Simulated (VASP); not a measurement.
Runs of VASP 6.6.1 on Si6N. The structure is that of space group Pm-3m (No. 221), or close to it. The cells are those of the table. 

```csv
task,cell,k mesh,cutoff (eV),gap on the mesh (eV),pressure (GPa),moment (μB),largest force (eV/Å)
single point,"a = 4.682 Å, 7 atoms",4 × 4 × 4,520,none,108.5,1.65,(a)
single point,"a = 5.838 Å, 7 atoms",4 × 4 × 4,520,none,0.0,(b),0.01
single point,"a = 6.086 Å, 7 atoms",6 × 6 × 6,520,none,0.0,2.38,0.01
relaxation of cell and atoms,"relaxed from a = 4.682 Å, 7 atoms",4 × 4 × 4,600,none,0.1,0.00,0.01
```

Alike in all rows: level PBE; potentials or basis VASP PAW PBE potentials, release 64 (Si, N); spin collinear, ferromagnetic start; smearing gaussian 0.1 eV.

**Question.** Estimate the missing entries.

**Answer.** (a) 11.76; (b) 2.90.

Caveats: forces of over 1 eV/Å act on the atoms, so gaps and moduli don't describe the material at rest (some runs).

A gap of «none» marks levels without a gap at the run's occupations.
